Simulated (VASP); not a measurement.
# Si2B2C (P4/mmm) in VASP: notebook

The runs below take Si2B2C through relaxation of cell and atoms, single point, with PBE.

Program: VASP 6.6.1. These are calculated values, not measurements. Logs are shortened: lines on timing, memory, paths and dates and some standing lists are left out, and cuts for length are marked.

## 1. The cell of the first run

The structure is tetragonal, space group P4/mmm (No. 123). The conventional cell has a = 4.382 Å, b = 4.382 Å, c = 2.834 Å, α = 90.00°, β = 90.00°, γ = 90.00°. Within 2.9 Å of Si (site symmetry mmm) lie 6 B at 2.19 to 2.61 Å and 4 C at 2.61 Å and 2 Si at 2.83 Å. B (site symmetry 4/mmm) has 2 C at 1.42 Å within 1.9 Å. B (site symmetry 4/mmm) has 8 Si at 2.61 Å and 2 B at 2.83 Å and 4 C at 3.10 Å within 3.4 Å. Within 1.9 Å of C (site symmetry 4/mmm) lie 2 B at 1.42 Å.

## 2. Relaxation of cell and atoms, PBE

INCAR reads:

```
ALGO = Normal
EDIFF = 1E-6
EDIFFG = -0.04
ENCUT = 600
GGA = PE
IBRION = 2
ISIF = 3
ISMEAR = 0
LASPH = True
LCHARG = False
LREAL = False
LWAVE = False
NELM = 100
NSW = 90
PREC = Accurate
SIGMA = 0.1
```

KPOINTS reads:

```
k-points
0
Gamma
  4 4 6
```

POSCAR reads:

```
Si2B2C
1.0
    4.3816468064      0.0000000000      0.0000000000
    0.0000000000      4.3816468064      0.0000000000
    0.0000000000      0.0000000000      2.8336336791
Si B C
2 2 1
Direct
    0.0000000000      0.5000000000      0.5000000000
    0.5000000000      0.0000000000      0.5000000000
    0.0000000000      0.0000000000      0.5000000000
    0.5000000000      0.5000000000      0.0000000000
    0.0000000000      0.0000000000      0.0000000000
```

Potentials or basis: VASP PAW PBE potentials, release 64 (Si, B, C).

On the command line:

```bash
$ cat potpaw_PBE.64/Si/POTCAR potpaw_PBE.64/B/POTCAR potpaw_PBE.64/C/POTCAR > POTCAR
$ mpirun -np 1 vasp_std > vasp.out
```

OUTCAR:

```text
EDIFF = 1E-6
   EDIFFG = -0.04
   ENCUT = 600
   GGA = PE
   IBRION = 2
   ISIF = 3
   ISMEAR = 0
   LASPH = True
   LREAL = False
   NELM = 100
   NSW = 90
   PREC = Accurate

 ion  position               nearest neighbor table
   1  0.000  0.500  0.500-   3 2.19   3 2.19   5 2.61   4 2.61   5 2.61   4 2.61   5 2.61   5 2.61
                             4 2.61   4 2.61   2 3.10   2 3.10   2 3.10   2 3.10
   2  0.500  0.000  0.500-   3 2.19   3 2.19   5 2.61   4 2.61   5 2.61   4 2.61   4 2.61   4 2.61
                             5 2.61   5 2.61   1 3.10   1 3.10   1 3.10   1 3.10
   3  0.000  0.000  0.500-   5 1.42   5 1.42   1 2.19   2 2.19   1 2.19   2 2.19
   4  0.500  0.500  0.000-   1 2.61   2 2.61   1 2.61   2 2.61   2 2.61   2 2.61   1 2.61   1 2.61

   5  0.000  0.000  0.000-   3 1.42   3 1.42   1 2.61   1 2.61   2 2.61   2 2.61   1 2.61   1 2.61
                             2 2.61   2 2.61

  LATTYP: Found a simple tetragonal cell.
 ALAT       =     4.3816468064
 C/A-ratio  =     0.6467051783

  Lattice vectors:

 A1 = (   4.3816468064,   0.0000000000,   0.0000000000)
 A2 = (   0.0000000000,   4.3816468064,   0.0000000000)
 A3 = (   0.0000000000,   0.0000000000,   2.8336336791)

Analysis of symmetry for initial positions (statically):
=====================================================================
 Subroutine PRICEL returns:
 Original cell was already a primitive cell.

 Routine SETGRP: Setting up the symmetry group for a
 simple tetragonal supercell.

 Subroutine GETGRP returns: Found 16 space group operations
 (whereof 16 operations were pure point group operations)
 out of a pool of 16 trial point group operations.

The static configuration has the point symmetry D_4h.

Analysis of symmetry for dynamics (positions and initial velocities):
=====================================================================
 Subroutine PRICEL returns:
 Original cell was already a primitive cell.

 Routine SETGRP: Setting up the symmetry group for a
 simple tetragonal supercell.

 Subroutine GETGRP returns: Found 16 space group operations
 (whereof 16 operations were pure point group operations)
 out of a pool of 16 trial point group operations.

The dynamic configuration has the point symmetry D_4h.

 Subroutine INISYM returns: Found 16 space group operations
 (whereof 16 operations are pure point group operations),
 and found     1 'primitive' translations

----------------------------------------------------------------------------------------

                                     Primitive cell

  volume of cell :      54.4024

  direct lattice vectors                    reciprocal lattice vectors
     4.381646806  0.000000000  0.000000000     0.228224694  0.000000000  0.000000000
     0.000000000  4.381646806  0.000000000     0.000000000  0.228224694  0.000000000
     0.000000000  0.000000000  2.833633679     0.000000000  0.000000000  0.352903767

  length of vectors
     4.381646806  4.381646806  2.833633679     0.228224694  0.228224694  0.352903767

  position of ions in fractional coordinates (direct lattice)
     0.000000000  0.500000000  0.500000000
     0.500000000  0.000000000  0.500000000
     0.000000000  0.000000000  0.500000000
     0.500000000  0.500000000  0.000000000
     0.000000000  0.000000000  0.000000000

  ion indices of the primitive-cell ions
   primitive index   ion index
                 1           1
                 2           2
                 3           3
                 4           4
                 5           5

----------------------------------------------------------------------------------------

 KPOINTS: k-points

Automatic generation of k-mesh.
 Grid dimensions read from file:
 generate k-points for:    4    4    6

 Generating k-lattice:

  Cartesian coordinates                     Fractional coordinates (reciprocal lattice)
     0.057056173  0.000000000  0.000000000     0.250000000  0.000000000  0.000000000
     0.000000000  0.057056173  0.000000000     0.000000000  0.250000000  0.000000000
     0.000000000  0.000000000  0.058817295     0.000000000  0.000000000  0.166666667

  Length of vectors
     0.057056173  0.057056173  0.058817295

  Shift w.r.t. Gamma in fractional coordinates (k-lattice)
     0.000000000  0.000000000  0.000000000

 Subroutine IBZKPT returns following result:
 ===========================================

 Found     24 irreducible k-points:

 Following reciprocal coordinates:
            Coordinates               Weight
  0.000000  0.000000  0.000000      1.000000
  0.250000  0.000000  0.000000      4.000000
  0.500000  0.000000  0.000000      2.000000
  0.250000  0.250000  0.000000      4.000000
  0.500000  0.250000  0.000000      4.000000
  0.500000  0.500000  0.000000      1.000000
[... 16 lines left out ...]
  0.500000  0.250000  0.500000      4.000000
  0.500000  0.500000  0.500000      1.000000
   k-points           NKPTS =     24   k-points in BZ     NKDIM =     24   number of bands    NBANDS=     13
   number of dos      NEDOS =    301   number of ions     NIONS =      5
   total plane-waves  NPLWV =  31104
   dimension x,y,z NGX =    36 NGY =   36 NGZ =   24
   dimension x,y,z NGXF=    72 NGYF=   72 NGZF=   48
   ions per type =               2   2   1
   NGX,Y,Z   is equivalent  to a cutoff of  13.66, 13.66, 14.08 a.u.
   NGXF,Y,Z  is equivalent  to a cutoff of  27.32, 27.32, 28.16 a.u.
 SYSTEM =  unknown system
   PREC   = accura    normal or accurate (medium, high low for compatibility)
   ISTART =      0    job   : 0-new  1-cont  2-samecut
   ICHARG =      2    charge: 1-file 2-atom 10-const
   ISPIN  =      1    spin polarized calculation?
   LNONCOLLINEAR =      F non collinear calculations
   LSORBIT =      F    spin-orbit coupling
   LASPH  =      T    aspherical Exc in radial PAW
   ENCUT  =  600.0 eV  44.10 Ry    6.64 a.u.   8.75  8.75  5.66*2*pi/ulx,y,z
   NELM   =    100;   NELMIN=  2; NELMDL= -5     # of ELM steps
   EDIFF  = 0.1E-05   stopping-criterion for ELM
   LREAL  =      F    real-space projection
   EDIFFG = -.4E-01   stopping-criterion for IOM
   NSW    =     90    number of steps for IOM
   IBRION =      2    ionic relax: 0-MD 1-quasi-New 2-CG
   NFREE  =      1    steps in history (QN), initial steepest desc. (CG)
   ISIF   =      3    stress and relaxation
   ISYM   =      2    0-nonsym 1-usesym 2-fastsym
   POTIM  = 0.5000    time-step for ionic-motion
   TEBEG  =    0.0;   TEEND  =   0.0 temperature during run
   PSTRESS=    0.0 pullay stress
   NELECT =      18.0000    total number of electrons
   NUPDOWN=      -1.0000    fix difference up-down
   EMIN   =  10.00;   EMAX   =-10.00  energy-range for DOS
   EFERMI =   0.00;   METHOD = LEGACY
   ISMEAR =     0;   SIGMA  =   0.10  broadening in eV -4-tet -1-fermi 0-gaus
   EFERMI_NEDOS =   21; number of points for ismear=-14 and -15
   IALGO  =     38    algorithm
   IMIX   =      4    mixing-type and parameters
     AMIX     =   0.40;   BMIX     =  1.00
     AMIX_MAG =   1.60;   BMIX_MAG =  1.00
  volume/ion in A,a.u.               =      10.88        73.43
  Fermi-wavevector in a.u.,A,eV,Ry     =   1.132295  2.139727 17.443915  1.282092
  Thomas-Fermi vector in A             =   2.268996
   LORBIT       =      0    0 simple, 1 ext, 2 COOP (PROOUT), +10 PAW based schemes
   GGA     = PE    functional components
   LHFCALC =     F    Hartree Fock is set to
   AEXX    =    0.0000 exact exchange contribution
   IVDW    =     0    specifies the selected vdW correction
   LEPSILON=     F    determine dielectric tensor
   LRPA    =     F    only Hartree local field effects (RPA)
 conjugate gradient relaxation of ions
 non-spin polarized calculation
 Gauss-broadening in eV      SIGMA  =   0.10
  energy-cutoff  :      600.00
  volume of cell :       54.40
 maximum number of plane-waves:      1847
 NGX is ok and might be reduce to    36
   NGX = 17   NGY = 17   NGZ = 11

--------------------------------------- Ionic step        1  -------------------------------------------

 number of electron      17.9999999 magnetization

 Free energy of the ion-electron system (eV)
  ---------------------------------------------------
  ext. energy  EPLUGINS =         0.00000000
  ---------------------------------------------------
  free energy    TOTEN  =       -26.90697976 eV

  energy without entropy =      -26.89701472  energy(sigma->0) =      -26.90199724

------------------------ aborting loop because EDIFF is reached ----------------------------------------

  FORCE on cell =-STRESS in cart. coord.  units (eV):
  Direction    XX          YY          ZZ          XY          YZ          ZX
  --------------------------------------------------------------------------------------
  -------------------------------------------------------------------------------------
  Total        0.3526201      0.3526201     -0.6113991      0.0000000      0.0000000      0.0000000
  in kB       10.3848241     10.3848241    -18.0059883      0.0000000      0.0000000      0.0000000
  external PRESSURE =       0.9212200 kB  Pullay stress =       0.0000000 kB
[... 141 lines left out ...]
  energy  without entropy=      -26.8993368788  energy(sigma->0) =      -26.90488165

--------------------------------------- Ionic step        5  -------------------------------------------

 number of electron      17.9999999 magnetization

 Free energy of the ion-electron system (eV)
  ---------------------------------------------------
  ext. energy  EPLUGINS =         0.00000000
  ---------------------------------------------------
  free energy    TOTEN  =       -26.91097566 eV

  energy without entropy =      -26.89990871  energy(sigma->0) =      -26.90544218

 E-fermi :   7.8355     XC(G=0): -11.1833

 val. band max:        7.7906021982   @ k =   0.5000   0.0000   0.5000
 cond. band min:       7.8413128785   @ k =   0.2500   0.2500   0.1667
 fundamental gap:      0.0507106803
 Fermi energy:         7.8355451330

 k-point     1 :       0.0000    0.0000    0.0000
  band No.  band energies     occupation
      1      -8.2302      2.00000
      2      -1.6146      2.00000
      3      -0.2607      2.00000
      4      -0.2607      2.00000
      5       0.6380      2.00000
      6       0.8535      2.00000
      7       5.5859      2.00000
      8       5.5859      2.00000
      9       6.6504      2.00000
     10      11.0111      0.00000
     11      11.4768      0.00000
     12      11.6462      0.00000
     13      13.6574      0.00000
[... 398 lines left out ...]
  FREE ENERGIE OF THE ION-ELECTRON SYSTEM (eV)
  ---------------------------------------------------
  free  energy   TOTEN  =       -26.9109756620 eV

  energy  without entropy=      -26.8999087059  energy(sigma->0) =      -26.90544218

 reached required accuracy - stopping structural energy minimisation
```

Wall time 44 s (1 thread of Intel Xeon Platinum 8259CL at 2.50GHz (Skylake/Cascade Lake), shared host); peak memory 0.18 GiB.

What came out:

| Quantity | Value |
| --- | --- |
| Free energy | -26.9110 eV |
| Relaxed volume | 10.96 Å³/atom |
| Relaxed cell | a = 4.411 Å, b = 4.411 Å, c = 2.817 Å, α = 90.00°, β = 90.00°, γ = 90.00° |
| Space group after relaxing (to 0.05 Å) | P4/mmm (No. 123) |
| Energy gained by relaxing | 0.8 meV/atom |
| Ionic steps | 5 |
| Pressure after relaxing | -0.1 GPa |
| Band gap on the k mesh | zero (band 9 reaches 10.31 eV, above the bottom of band 10 at 5.75 eV) |

Step by step:
| step | energy change (eV) | largest force (eV/Å) | pressure (GPa) | volume (Å³) |
| --- | --- | --- | --- | --- |
| 1 | 0.0000 | 0.0000 | 0.09 | 54.40 |
| 2 | -0.0034 | 0.0000 | 0.53 | 54.45 |
| 3 | -0.0034 | 0.0000 | 0.65 | 54.46 |
| 4 | -0.0034 | 0.0000 | 0.61 | 54.46 |
| 5 | -0.0040 | 0.0000 | -0.07 | 54.80 |

Final structure:
```
Si B C
1.0
     4.41071    0.00000    0.00000
     0.00000    4.41071    0.00000
     0.00000    0.00000    2.81699
Si B C
2 2 1
Cartesian
  0.0000 2.2054 1.4085
  2.2054 4.4107 1.4085
  0.0000 4.4107 1.4085
  2.2054 2.2054 2.8170
  0.0000 4.4107 0.0000
```

Levels at points of the mesh, in eV from the Fermi level:
```tsv
k point	band 6	band 7	band 8	band 9	band 10	band 11	band 12	band 13
(0.00, 0.00, 0.00)	-6.98	-2.25	-2.25	-1.19	3.18	3.64	3.81	5.82
(0.50, 0.00, 0.00)	-5.71	-4.06	-0.92	0.80	3.05	3.30	4.69	5.52
(0.50, 0.50, 0.00)	-1.89	-1.89	0.44	2.47	3.60	3.75	3.75	4.02
(0.00, 0.00, 0.50)	-4.24	-3.15	-3.15	-3.08	-2.09	1.18	1.18	2.22
(0.50, 0.00, 0.50)	-3.58	-3.41	-2.61	-1.78	-1.78	-0.04	0.42	2.73
(0.50, 0.50, 0.50)	-5.94	-5.11	-4.90	1.32	1.32	3.08	3.69	3.69
```

Caveat: the k points lie up to 0.37 Å⁻¹ apart in the final cell.

## 3. Single point, PBE, collinear spin, ferromagnetic start

This run uses another cell than the first one, of 10.95 Å³/atom, 1.007 times its volume.

INCAR reads:

```
SYSTEM = Si2B2C
ALGO = Normal ; EDIFF = 1E-7
ENCUT = 520 ; GGA = PE
ISIF = 2 ; ISMEAR = 0
ISPIN = 2 ; LASPH = .True.
LCHARG = .False. ; LORBIT = 11
LREAL = .False. ; LWAVE = .False.
MAGMOM = 0 0 0 0 1 ; NBANDS = 21
NELM = 150 ; PREC = Accurate
SIGMA = 0.1
```

KPOINTS reads:

```
k-points
0
Gamma
  4 4 6
  0 0 0
```

POSCAR, as its differences from that of step 2:

```diff
@@ -2,5 +2,5 @@
 1.0
-    4.3816468064      0.0000000000      0.0000000000
-    0.0000000000      4.3816468064      0.0000000000
-    0.0000000000      0.0000000000      2.8336336791
+    4.4088382753      0.0000000000      0.0000000000
+    0.0000000000      4.4088382753      0.0000000000
+    0.0000000000      0.0000000000      2.8172004200
 Si B C
```

Potentials or basis: VASP PAW PBE potentials, release 64 (Si, B, C).

On the command line:

```bash
$ cat potpaw_PBE.64/Si/POTCAR potpaw_PBE.64/B/POTCAR potpaw_PBE.64/C/POTCAR > POTCAR
$ mpirun -np 1 vasp_std > vasp.out
```

Run time: 43 s. Hardware: 1 thread of Intel Xeon Platinum 8259CL at 2.50GHz (Skylake/Cascade Lake), shared host; peak memory 0.21 GiB.

It converged, with:

```
Free energy                                           : -26.9078 eV
Pressure                                              : 0.0 GPa
Band gap on the k mesh                                : zero (filled and empty bands overlap)
Net moment                                            : 0.00 μB per cell
Valence electrons inside the program's atomic spheres : Si 1.48; B 2.37, 1.47; C 2.52
```

Levels at points of the mesh, in eV from the Fermi level:
Spin up:
```
           k point  band 7  band 8  band 9  band 10  band 11  band 12
(0.00, 0.00, 0.00)   -2.24   -2.24   -1.17     3.17     3.64     3.81
(0.50, 0.00, 0.00)   -4.05   -0.91    0.80     3.06     3.30     4.69
(0.50, 0.50, 0.00)   -1.88    0.45    2.48     3.61     3.76     3.76
(0.00, 0.00, 0.50)   -3.15   -3.15   -3.07    -2.08     1.18     1.18
(0.50, 0.00, 0.50)   -3.41   -2.61   -1.78    -1.77    -0.04     0.42
(0.50, 0.50, 0.50)   -5.11   -4.90    1.32     1.32     3.09     3.69
```
Spin down:
```tsv
k point	band 6	band 7	band 8	band 9	band 10	band 11	band 12	band 13
(0.00, 0.00, 0.00)	-6.98	-2.24	-2.24	-1.17	3.17	3.64	3.81	5.82
(0.50, 0.00, 0.00)	-5.70	-4.05	-0.91	0.80	3.06	3.30	4.69	5.53
(0.50, 0.50, 0.00)	-1.88	-1.88	0.45	2.48	3.61	3.76	3.76	4.02
(0.00, 0.00, 0.50)	-4.24	-3.15	-3.15	-3.07	-2.08	1.18	1.18	2.23
(0.50, 0.00, 0.50)	-3.58	-3.41	-2.61	-1.78	-1.77	-0.04	0.42	2.74
(0.50, 0.50, 0.50)	-5.94	-5.11	-4.90	1.32	1.32	3.09	3.69	3.69
```

Caveat: the k points lie up to 0.37 Å⁻¹ apart.

(Continued in part 2 of 2.)
